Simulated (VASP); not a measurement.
# MnO2 (P6_3/mmc) in VASP: further runs, part 2 of 2

VASP 6.6.1. The steps go on from the part before.

### 3 Single point, PBEsol+U, collinear spin, ferromagnetic start

This run uses another cell than the first one, of 13.05 Å³/atom.

Contents of INCAR:

```
  ALGO = Normal
  EDIFF = 1E-6
  ENCUT = 520
  GGA = PS
  ISIF = 2
  ISMEAR = -1
  ISPIN = 2
  LASPH = True
  LCHARG = False
  LDAU = True
  LDAUJ = 0 0
  LDAUL = 2 -1
  LDAUPRINT = 1
  LDAUTYPE = 2
  LDAUU = 1 0
  LMAXMIX = 4
  LORBIT = 11
  LREAL = False
  LWAVE = False
  MAGMOM = 4 4 0 0 0 0
  NBANDS = 38
  NELM = 150
  PREC = Accurate
  SIGMA = 0.05
```

Contents of KPOINTS:

```
k-points
0
Gamma
  11 11 3
```

Contents of POSCAR:

```
MnO2
1.0
    2.8476518351      0.0000000000      0.0000000000
   -1.4238259175      2.4661388303      0.0000000000
    0.0000000000      0.0000000000     11.1470706520
Mn O
2 4
Direct
    0.0000000000      0.0000000000      0.5000000000
    0.0000000000      0.0000000000      0.0000000000
    0.6666666667      0.3333333333      0.4148743742
    0.6666666667      0.3333333333      0.0851256258
    0.3333333333      0.6666666667      0.5851256258
    0.3333333333      0.6666666667      0.9148743742
```

Potentials or basis: VASP PAW PBE potentials, release 64 (Mn_pv, O).

Command:

```bash
> cat potpaw_PBE.64/Mn_pv/POTCAR potpaw_PBE.64/O/POTCAR > POTCAR
> mpirun -np 1 vasp_std > vasp.out
```

It took 5.5 min on 1 thread of Oxide Virtual Turin-like, shared host; peak memory 0.28 GiB.

It converged, with:

* Free energy: -48.6978 eV
* Pressure: 0.8 GPa
* Largest force: 0.095 eV/Å
* Band gap on the k mesh: 1.40 eV (least direct gap 1.46 eV)
* Net moment: 6.00 μB per cell
* Site moments: Mn +2.90; O +0.01 μB
* Valence electrons inside the program's atomic spheres: Mn 11.78; O 4.98

Forces in eV/Å, atoms in the order of the input:
```
Mn   0.000  0.000  0.000
Mn   0.000  0.000  0.000
O    0.000  0.000 -0.095
O    0.000  0.000  0.095
O    0.000  0.000  0.095
O    0.000  0.000 -0.095
```

Stress tensor (GPa, compression positive):
```
0.92 0.00 0.00
0.00 0.92 0.00
0.00 0.00 0.54
```

Levels at points of the mesh, in eV from the valence-band top:
Spin up:
```csv
k point,band 26,band 27,band 28,band 29,band 30,band 31
"(0.00, 0.00, 0.00)",-1.07,-0.20,-0.06,3.20,3.20,3.21
```
Spin down:
```
           k point  band 20  band 21  band 22  band 23  band 24  band 25
(0.00, 0.00, 0.00)    -1.04    -1.03    -1.03     1.40     1.40     1.40
```

Eigenvalues of the final occupation matrices:
```
    site  spin  trace               eigenvalues
site 1 d     1   3.90  0.52 0.52 0.95 0.95 0.95
site 1 d     2   1.07  0.11 0.12 0.12 0.36 0.36
site 2 d     1   3.90  0.52 0.52 0.95 0.95 0.95
site 2 d     2   1.07  0.11 0.12 0.12 0.36 0.36
```

Caveat: the PAW data sets were made with another functional, which shifts forces and pressure a little; the run started ferromagnetic, and an antiferromagnetic order may lie lower in energy. A k mesh can miss the band edges.

### 4 Single point, PBEsol+U, collinear spin, ferromagnetic start

This run uses another cell than the first one, of 13.18 Å³/atom.

Contents of INCAR:

```
SYSTEM = MnO2
PREC = Accurate ; ENCUT = 520
EDIFF = 1E-6 ; ISMEAR = -1
SIGMA = 0.05 ; LREAL = .FALSE.
LASPH = .TRUE. ; NELM = 150
ALGO = Normal ; ISIF = 2
LWAVE = .FALSE. ; LCHARG = .FALSE.
ISPIN = 2 ; MAGMOM = 4 4 0 0 0 0
LORBIT = 11 ; LMAXMIX = 4
LDAU = .TRUE. ; LDAUTYPE = 2
LDAUL = 2 -1 ; LDAUU = 2 0
LDAUJ = 0 0 ; LDAUPRINT = 1
GGA = PS ; NBANDS = 38
```

Contents of KPOINTS:

```
regular mesh
0
G
  11 11 3
  0 0 0
```

Contents of POSCAR:

```
MnO2
1.0
    2.8569573050      0.0000000000      0.0000000000
   -1.4284786525      2.4741976037      0.0000000000
    0.0000000000      0.0000000000     11.1853411916
Mn O
2 4
Direct
    0.0000000000      0.0000000000      0.5000000000
    0.0000000000      0.0000000000      0.0000000000
    0.6666666667      0.3333333333      0.4152733898
    0.6666666667      0.3333333333      0.0847266102
    0.3333333333      0.6666666667      0.5847266102
    0.3333333333      0.6666666667      0.9152733898
```

Potentials or basis: VASP PAW PBE potentials, release 64 (Mn_pv, O).

Command:

```bash
> cat potpaw_PBE.64/Mn_pv/POTCAR potpaw_PBE.64/O/POTCAR > POTCAR
> mpirun -np 1 vasp_std > vasp.out
```

OUTCAR:

```text
SYSTEM = MnO2
   PREC = Accurate
   ENCUT = 520
   EDIFF = 1E-6
   ISMEAR = -1
   LREAL = .FALSE.
   LASPH = .TRUE.
   NELM = 150
   ISIF = 2
   ISPIN = 2
   LORBIT = 11
   GGA = PS

 ion  position               nearest neighbor table
   1  0.000  0.000  0.500-   3 1.90   5 1.90   3 1.90   5 1.90   3 1.90   5 1.90
   2  0.000  0.000  0.000-   4 1.90   6 1.90   4 1.90   6 1.90   4 1.90   6 1.90
   3  0.667  0.333  0.415-   1 1.90   1 1.90   1 1.90
   4  0.667  0.333  0.085-   2 1.90   2 1.90   2 1.90
   5  0.333  0.667  0.585-   1 1.90   1 1.90   1 1.90
   6  0.333  0.667  0.915-   2 1.90   2 1.90   2 1.90

  LATTYP: Found a hexagonal cell.
 ALAT       =     2.8569573050
 C/A-ratio  =     3.9151236779
[... 2234 lines left out ...]
      0.00000      0.00000      5.59267         0.000000      0.000000      0.000000
      0.00000      0.00000      0.00000         0.000000      0.000000      0.000000
      1.42848      0.82473      4.64497        -0.000000     -0.000000     -0.100670
      1.42848      0.82473      0.94770         0.000000     -0.000000      0.100670
     -0.00000      1.64947      6.54037         0.000000      0.000000      0.100670
     -0.00000      1.64947     10.23765         0.000000      0.000000     -0.100670
 -----------------------------------------------------------------------------------
    total drift:                                0.000000     -0.000000     -0.000000

  FREE ENERGIE OF THE ION-ELECTRON SYSTEM (eV)
  ---------------------------------------------------
  free  energy   TOTEN  =       -47.3225923350 eV

  energy  without entropy=      -47.3225923346  energy(sigma->0) =      -47.32259233

 total charge

# of ion       s       p       d       tot
------------------------------------------
    1        0.365   6.485   4.907  11.757
    2        0.365   6.485   4.907  11.757
    3        1.577   3.407   0.000   4.984
    4        1.577   3.407   0.000   4.984
    5        1.577   3.407   0.000   4.984
    6        1.577   3.407   0.000   4.984
--------------------------------------------------
tot          7.038  26.598   9.815  43.452

 magnetization (x)

# of ion       s       p       d       tot
------------------------------------------
    1        0.030   0.041   2.919   2.990
    2        0.030   0.041   2.919   2.990
    3        0.003  -0.025   0.000  -0.022
    4        0.003  -0.025   0.000  -0.022
    5        0.003  -0.025   0.000  -0.022
    6        0.003  -0.025   0.000  -0.022
--------------------------------------------------
tot          0.071  -0.017   5.837   5.892
```

Wall time 4.6 min (1 thread of Oxide Virtual Turin-like, shared host); peak memory 0.28 GiB.

Results:

| Property | Result |
| --- | --- |
| Free energy | -47.3226 eV |
| Pressure | 0.8 GPa |
| Largest force | 0.101 eV/Å |
| Band gap on the k mesh | 2.01 eV (least direct gap 2.10 eV) |
| Net moment | 6.00 μB per cell |
| Site moments | Mn +2.99; O -0.02 μB |
| Valence electrons inside the program's atomic spheres | Mn 11.76; O 4.98 |

Forces in eV/Å, atoms in the order of the input:
```
Mn   0.000  0.000  0.000
Mn   0.000  0.000  0.000
O    0.000  0.000 -0.101
O    0.000  0.000  0.101
O    0.000  0.000  0.101
O    0.000  0.000 -0.101
```

Levels at points of the mesh, in eV from the valence-band top:
Spin up:
```
           k point  band 24  band 25  band 26  band 27  band 28  band 29  band 30  band 31  band 32  band 33
(0.00, 0.00, 0.00)    -0.77    -0.76    -0.76    -0.24    -0.09     3.37     3.37     3.38     3.38     7.19
```
Spin down:
```csv
k point,band 20,band 21,band 22,band 23,band 24,band 25
"(0.00, 0.00, 0.00)",-0.80,-0.79,-0.79,2.01,2.01,2.01
```

Eigenvalues of the final occupation matrices:
```csv
site,spin,trace,eigenvalues
site 1 d,1,3.93,0.53 0.53 0.96 0.96 0.96
site 1 d,2,1.01,0.10 0.11 0.11 0.35 0.35
site 2 d,1,3.93,0.53 0.53 0.96 0.96 0.96
site 2 d,2,1.01,0.10 0.11 0.11 0.35 0.35
```

Caveat: the PAW data sets were made with another functional, which shifts forces and pressure a little; the run started ferromagnetic, and an antiferromagnetic order may lie lower in energy.

### 5 Overview

```tsv
U	cell	gap on the mesh (eV)	pressure (GPa)	moment (μB)	largest force (eV/Å)
Mn d U = 5.0 eV	a = 2.897, b = 2.897, c = 11.149 Å, angles 90.0, 90.0, 120.0°, 6 atoms, atomic positions A	1.77	0.0	6.00	0.07
Mn d U = 1.0 eV	a = 2.848, b = 2.848, c = 11.147 Å, angles 90.0, 90.0, 120.0°, 6 atoms, atomic positions B	1.40	0.8	6.00	0.09
Mn d U = 2.0 eV	a = 2.857, b = 2.857, c = 11.185 Å, angles 90.0, 90.0, 120.0°, 6 atoms, atomic positions C	2.01	0.8	6.00	0.10
```

Alike in all rows: task single point; level PBEsol+U; potentials or basis VASP PAW PBE potentials, release 64 (Mn_pv, O); spin collinear, ferromagnetic start; k mesh 11 × 11 × 3; cutoff (eV) 520; smearing fermi-dirac 0.05 eV.

Caveats: the PAW data sets were made with another functional, which shifts forces and pressure a little; the run started ferromagnetic, and an antiferromagnetic order may lie lower in energy.

Absolute energies hang on the potentials; compare differences alone.
